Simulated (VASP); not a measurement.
# Sn2Ir in VASP: a series of runs

Sn2Ir is run at these levels: LDA; tasks: single point.

All numbers are computed with VASP 6.6.1; they aren't measurements. Logs are shortened: lines on timing, memory, paths and dates and some standing lists are left out, and cuts for length are marked.

### Step 1. The cell of the first run

The cell holds a slab with vacuum, 6 atoms: a = 4.458 Å, b = 4.458 Å, c = 21.459 Å, α = 90.00°, β = 90.00°, γ = 120.00°.

### Step 2. Single point, LDA

INCAR

```
SYSTEM = Sn2Ir
ALGO = Normal ; EDIFF = 1E-7
ENCUT = 520 ; ISIF = 2
ISMEAR = -1 ; LASPH = .TRUE.
LCHARG = .FALSE. ; LREAL = .FALSE.
LWAVE = .FALSE. ; NBANDS = 46
NELM = 80 ; PREC = Accurate
SIGMA = 0.08
```

KPOINTS

```
k-points
0
G
  9 9 1
  0 0 0
```

POSCAR

```
Sn2Ir
1.0
    4.4575016955      0.0000000000      0.0000000000
   -2.2287508478      3.8603097057      0.0000000000
    0.0000000000      0.0000000000     21.4593000000
Sn Ir
4 2
Direct
    0.0000000000      0.0000000000      0.3747709475
    0.6666666667      0.3333333333      0.4573669373
    0.3333333333      0.6666666667      0.5426330628
    0.0000000000      0.0000000000      0.6252290526
    0.3333333333      0.6666666667      0.4176708308
    0.6666666667      0.3333333333      0.5823291690
```

Potentials or basis: VASP PAW LDA potentials, release 64 (Sn_d, Ir).

Command:

```
> cat potpaw_LDA.64/Sn_d/POTCAR potpaw_LDA.64/Ir/POTCAR > POTCAR
> mpirun -np 1 vasp_std > vasp.out
```

OUTCAR:

```text
SYSTEM = Sn2Ir
   EDIFF = 1E-7
   ENCUT = 520
   ISIF = 2
   ISMEAR = -1
   LASPH = .TRUE.
   LREAL = .FALSE.
   NELM = 80
   PREC = Accurate

 ion  position               nearest neighbor table
   1  0.000  0.000  0.375-   5 2.73   5 2.73   5 2.73   2 3.12   2 3.12   2 3.12
   2  0.667  0.333  0.457-   6 2.68   5 2.71   5 2.71   5 2.71   1 3.12   1 3.12   1 3.12   3 3.16
                             3 3.16   3 3.16
   3  0.333  0.667  0.543-   5 2.68   6 2.71   6 2.71   6 2.71   4 3.12   4 3.12   4 3.12   2 3.16
                             2 3.16   2 3.16
   4  0.000  0.000  0.625-   6 2.73   6 2.73   6 2.73   3 3.12   3 3.12   3 3.12
   5  0.333  0.667  0.418-   3 2.68   2 2.71   2 2.71   2 2.71   1 2.73   1 2.73   1 2.73
   6  0.667  0.333  0.582-   2 2.68   3 2.71   3 2.71   3 2.71   4 2.73   4 2.73   4 2.73

  LATTYP: Found a hexagonal cell.
 ALAT       =     4.4575016955
 C/A-ratio  =     4.8141989540

  Lattice vectors:

 A1 = (   4.4575016955,   0.0000000000,   0.0000000000)
 A2 = (  -2.2287508478,   3.8603097057,   0.0000000000)
 A3 = (   0.0000000000,   0.0000000000,  21.4593000000)

Analysis of symmetry for initial positions (statically):
=====================================================================
 Subroutine PRICEL returns:
 Original cell was already a primitive cell.

 Routine SETGRP: Setting up the symmetry group for a
 hexagonal supercell.

 Subroutine GETGRP returns: Found 12 space group operations
 (whereof 12 operations were pure point group operations)
 out of a pool of 24 trial point group operations.

The static configuration has the point symmetry D_3d.

Analysis of symmetry for dynamics (positions and initial velocities):
=====================================================================
 Subroutine PRICEL returns:
 Original cell was already a primitive cell.

 Routine SETGRP: Setting up the symmetry group for a
 hexagonal supercell.

 Subroutine GETGRP returns: Found 12 space group operations
 (whereof 12 operations were pure point group operations)
 out of a pool of 24 trial point group operations.

The dynamic configuration has the point symmetry D_3d.

 Subroutine INISYM returns: Found 12 space group operations
 (whereof 12 operations are pure point group operations),
 and found     1 'primitive' translations

----------------------------------------------------------------------------------------

                                     Primitive cell

  volume of cell :     369.2574

  direct lattice vectors                    reciprocal lattice vectors
     4.457501696  0.000000000  0.000000000     0.224340913  0.129523287  0.000000000
    -2.228750848  3.860309706  0.000000000     0.000000000  0.259046573  0.000000000
     0.000000000  0.000000000 21.459300000     0.000000000  0.000000000  0.046599842

  length of vectors
     4.457501696  4.457501696 21.459300000     0.259046573  0.259046573  0.046599842

  position of ions in fractional coordinates (direct lattice)
     0.000000000  0.000000000  0.374770947
     0.666666667  0.333333333  0.457366937
     0.333333333  0.666666667  0.542633063
     0.000000000  0.000000000  0.625229053
     0.333333333  0.666666667  0.417670831
     0.666666667  0.333333333  0.582329169

  ion indices of the primitive-cell ions
   primitive index   ion index
                 1           1
                 2           2
                 3           3
                 4           4
                 5           5
                 6           6

----------------------------------------------------------------------------------------

 KPOINTS: k-points

Automatic generation of k-mesh.
 Grid dimensions read from file:
 generate k-points for:    9    9    1

 Generating k-lattice:

  Cartesian coordinates                     Fractional coordinates (reciprocal lattice)
     0.024926768  0.014391476  0.000000000     0.111111111  0.000000000  0.000000000
     0.000000000  0.028782953  0.000000000     0.000000000  0.111111111  0.000000000
     0.000000000  0.000000000  0.046599842     0.000000000  0.000000000  1.000000000

  Length of vectors
     0.028782953  0.028782953  0.046599842

  Shift w.r.t. Gamma in fractional coordinates (k-lattice)
     0.000000000  0.000000000  0.000000000

 Subroutine IBZKPT returns following result:
 ===========================================

 Found     12 irreducible k-points:

 Following reciprocal coordinates:
            Coordinates               Weight
  0.000000  0.000000  0.000000      1.000000
  0.111111 -0.000000  0.000000      6.000000
  0.222222 -0.000000  0.000000      6.000000
  0.333333  0.000000  0.000000      6.000000
  0.444444 -0.000000  0.000000      6.000000
  0.111111  0.111111  0.000000      6.000000
  0.222222  0.111111  0.000000     12.000000
  0.333333  0.111111  0.000000     12.000000
  0.444444  0.111111  0.000000      6.000000
  0.222222  0.222222  0.000000      6.000000
  0.333333  0.222222  0.000000     12.000000
  0.333333  0.333333  0.000000      2.000000
   k-points           NKPTS =     12   k-points in BZ     NKDIM =     12   number of bands    NBANDS=     46
   number of dos      NEDOS =    301   number of ions     NIONS =      6
   total plane-waves  NPLWV = 207360
   dimension x,y,z NGX =    36 NGY =   36 NGZ =  160
   dimension x,y,z NGXF=    72 NGYF=   72 NGZF=  320
   ions per type =               4   2
   NGX,Y,Z   is equivalent  to a cutoff of  13.43, 13.43, 12.40 a.u.
   NGXF,Y,Z  is equivalent  to a cutoff of  26.85, 26.85, 24.79 a.u.
 SYSTEM =  Sn2Ir
   PREC   = accura    normal or accurate (medium, high low for compatibility)
   ISTART =      0    job   : 0-new  1-cont  2-samecut
   ICHARG =      2    charge: 1-file 2-atom 10-const
   ISPIN  =      1    spin polarized calculation?
   LNONCOLLINEAR =      F non collinear calculations
   LSORBIT =      F    spin-orbit coupling
   LASPH  =      T    aspherical Exc in radial PAW
   ENCUT  =  520.0 eV  38.22 Ry    6.18 a.u.   8.29  8.29 39.90*2*pi/ulx,y,z
   NELM   =     80;   NELMIN=  2; NELMDL= -5     # of ELM steps
   EDIFF  = 0.1E-06   stopping-criterion for ELM
   LREAL  =      F    real-space projection
   EDIFFG = 0.1E-05   stopping-criterion for IOM
   NSW    =      0    number of steps for IOM
   IBRION =     -1    ionic relax: 0-MD 1-quasi-New 2-CG
   NFREE  =      0    steps in history (QN), initial steepest desc. (CG)
   ISIF   =      2    stress and relaxation
   ISYM   =      2    0-nonsym 1-usesym 2-fastsym
   POTIM  = 0.5000    time-step for ionic-motion
   TEBEG  =    0.0;   TEEND  =   0.0 temperature during run
   PSTRESS=    0.0 pullay stress
   NELECT =      74.0000    total number of electrons
   NUPDOWN=      -1.0000    fix difference up-down
   EMIN   =  10.00;   EMAX   =-10.00  energy-range for DOS
   EFERMI =   0.00;   METHOD = LEGACY
   ISMEAR =    -1;   SIGMA  =   0.08  broadening in eV -4-tet -1-fermi 0-gaus
   EFERMI_NEDOS =   21; number of points for ismear=-14 and -15
   IALGO  =     38    algorithm
   IMIX   =      4    mixing-type and parameters
     AMIX     =   0.40;   BMIX     =  1.00
     AMIX_MAG =   1.60;   BMIX_MAG =  1.00
  volume/ion in A,a.u.               =      61.54       415.31
  Fermi-wavevector in a.u.,A,eV,Ry     =   0.958022  1.810400 12.487521  0.917807
  Thomas-Fermi vector in A             =   2.087093
   LORBIT       =      0    0 simple, 1 ext, 2 COOP (PROOUT), +10 PAW based schemes
   GGA     = CA    functional components
   LHFCALC =     F    Hartree Fock is set to
   AEXX    =    0.0000 exact exchange contribution
   IVDW    =     0    specifies the selected vdW correction
   LEPSILON=     F    determine dielectric tensor
   LRPA    =     F    only Hartree local field effects (RPA)
 non-spin polarized calculation
  energy-cutoff  :      520.00
  volume of cell :      369.26
 maximum number of plane-waves:      9983
 NGX is ok and might be reduce to    36
   NGX = 17   NGY = 17   NGZ = 79

 number of electron      74.0000022 magnetization

 Free energy of the ion-electron system (eV)
  ---------------------------------------------------
  ext. energy  EPLUGINS =         0.00000000
  ---------------------------------------------------
  free energy    TOTEN  =       -38.62647135 eV

  energy without entropy =      -38.56287502  energy(sigma->0) =      -38.59467319

 E-fermi :  -0.0203     XC(G=0):  -4.7810

 val. band max:       -0.0707067056   @ k =   0.1111   0.1111   0.0000
 cond. band min:       0.0019242477   @ k =   0.3333   0.2222   0.0000
 fundamental gap:      0.0726309534
 Fermi energy:        -0.0203404262

 k-point     1 :       0.0000    0.0000    0.0000
  band No.  band energies     occupation
      1     -21.3825      2.00000
      2     -21.3825      2.00000
      3     -21.3029      2.00000
      4     -21.2913      2.00000
      5     -21.2913      2.00000
      6     -21.2144      2.00000
[... 38 lines left out ...]
     45       4.3222      0.00000
     46       4.3760      0.00000

 k-point     2 :       0.1111   -0.0000    0.0000
  band No.  band energies     occupation
      1     -21.3807      2.00000
      2     -21.3737      2.00000
      3     -21.3011      2.00000
      4     -21.2926      2.00000
      5     -21.2875      2.00000
      6     -21.2153      2.00000
[... 38 lines left out ...]
     45       4.4191      0.00000
     46       4.6403      0.00000

 k-point     3 :       0.2222   -0.0000    0.0000
  band No.  band energies     occupation
      1     -21.3760      2.00000
      2     -21.3490      2.00000
      3     -21.3042      2.00000
      4     -21.2860      2.00000
      5     -21.2768      2.00000
      6     -21.2161      2.00000
[... 430 lines left out ...]
     45       5.4106      0.00000
     46       5.7944      0.00000

 k-point    12 :       0.3333    0.3333    0.0000
  band No.  band energies     occupation
      1     -21.3357      2.00000
      2     -21.2845      2.00000
      3     -21.2845      2.00000
      4     -21.2730      2.00000
      5     -21.2730      2.00000
      6     -21.2709      2.00000
[... 38 lines left out ...]
     45       5.7085      0.00000
     46       6.2265      0.00000

------------------------ aborting loop because EDIFF is reached ----------------------------------------

  FORCE on cell =-STRESS in cart. coord.  units (eV):
  Direction    XX          YY          ZZ          XY          YZ          ZX
  --------------------------------------------------------------------------------------
  -------------------------------------------------------------------------------------
  Total       -4.2231048     -4.2231048      0.1865394      0.0000000      0.0000000     -0.0000000
  in kB      -18.3237021    -18.3237021      0.8093789      0.0000000      0.0000000     -0.0000000
  external PRESSURE =     -11.9460084 kB  Pullay stress =       0.0000000 kB

 VOLUME and BASIS-vectors are now :
 -----------------------------------------------------------------------------
  energy-cutoff  :      520.00
  volume of cell :      369.26
      direct lattice vectors                 reciprocal lattice vectors
     4.457501696  0.000000000  0.000000000     0.224340913  0.129523287  0.000000000
    -2.228750848  3.860309706  0.000000000     0.000000000  0.259046573  0.000000000
     0.000000000  0.000000000 21.459300000     0.000000000  0.000000000  0.046599842

 POSITION                                       TOTAL-FORCE (eV/Angst)
 -----------------------------------------------------------------------------------
      0.00000      0.00000      8.04232        -0.000000     -0.000000     -0.031163
      2.22875      1.28677      9.81477         0.000000      0.000000     -0.001936
     -0.00000      2.57354     11.64453        -0.000000     -0.000000      0.001936
      0.00000      0.00000     13.41698        -0.000000      0.000000      0.031163
     -0.00000      2.57354      8.96292         0.000000     -0.000000     -0.022187
      2.22875      1.28677     12.49638        -0.000000      0.000000      0.022187
 -----------------------------------------------------------------------------------
    total drift:                                0.000000     -0.000000     -0.000001

  FREE ENERGIE OF THE ION-ELECTRON SYSTEM (eV)
  ---------------------------------------------------
  free  energy   TOTEN  =       -38.6264713489 eV

  energy  without entropy=      -38.5628750231  energy(sigma->0) =      -38.59467319
```

Run time: 12 min. Hardware: 1 thread of Intel Xeon 8259CL, shared host; peak memory 0.46 GiB.

What came out:

```
Free energy            : -38.6265 eV
Largest force          : 0.031 eV/Å
Band gap on the k mesh : zero (bands 37 and 38 overlap by 1.55 eV)
```

Forces in eV/Å, atoms in the order of the input:
```
Sn   0.000  0.000 -0.031
Sn   0.000  0.000 -0.002
Sn   0.000  0.000  0.002
Sn   0.000  0.000  0.031
Ir   0.000  0.000 -0.022
Ir   0.000  0.000  0.022
```

Levels at points of the mesh, in eV from the Fermi level:
```csv
k point,band 34,band 35,band 36,band 37,band 38,band 39,band 40,band 41
"(0.00, 0.00, 0.00)",-1.31,0.52,1.15,1.15,1.41,2.15,2.86,2.86
```

Caveat: spin-orbit coupling is left out, which moves the levels of the heavy elements.

### Step 3. Single point, LDA

INCAR

```
SYSTEM = Sn2Ir
ALGO = Normal
DIPOL = 0.5 0.5 0.500
EDIFF = 1E-7
ENCUT = 520
IDIPOL = 3
ISIF = 2
ISMEAR = -1
LASPH = .TRUE.
LCHARG = .TRUE.
LDIPOL = .TRUE.
LELF = .TRUE.
LREAL = .FALSE.
LVACPOTAV = .TRUE.
LVHAR = .TRUE.
LWAVE = .FALSE.
NBANDS = 46
NELM = 100
PREC = Accurate
SIGMA = 0.08
```

KPOINTS is that of step 2.

POSCAR

```
Sn2Ir
1.0
    4.4575016955      0.0000000000      0.0000000000
   -2.2287508478      3.8603097057      0.0000000000
    0.0000000000      0.0000000000     21.4593000000
Sn Ir
4 2
Direct
    0.0000000000      0.0000000000      0.3727986854
    0.6666666670      0.3333333330      0.4575995620
    0.3333333330      0.6666666670      0.5424004380
    0.0000000000      0.0000000000      0.6272013146
    0.3333333330      0.6666666670      0.4151991234
    0.6666666670      0.3333333330      0.5848008766
```

Potentials or basis: VASP PAW LDA potentials, release 64 (Sn_d, Ir).

Command:

```
> cat potpaw_LDA.64/Sn_d/POTCAR potpaw_LDA.64/Ir/POTCAR > POTCAR
> mpirun -np 1 vasp_std > vasp.out
```

Run time: 7.8 min. Hardware: 1 thread of Intel Xeon 8259CL, shared host; peak memory 0.46 GiB.

Results (log left out):

- Free energy: -38.6081 eV
- Largest force: 0.326 eV/Å
- Band gap on the k mesh: zero (bands 37 and 38 overlap by 1.53 eV)

Forces in eV/Å, atoms in the order of the input:
```
Sn   0.000  0.000  0.067
Sn   0.000  0.000 -0.008
Sn   0.000  0.000  0.008
Sn   0.000  0.000 -0.067
Ir   0.000  0.000  0.326
Ir   0.000  0.000 -0.326
```

Levels at points of the mesh, in eV from the Fermi level:
```
           k point  band 35  band 36  band 37  band 38  band 39  band 40
(0.00, 0.00, 0.00)     0.48     1.16     1.16     1.49     2.10     2.88
```

Caveat: spin-orbit coupling is left out, which moves the levels of the heavy elements.
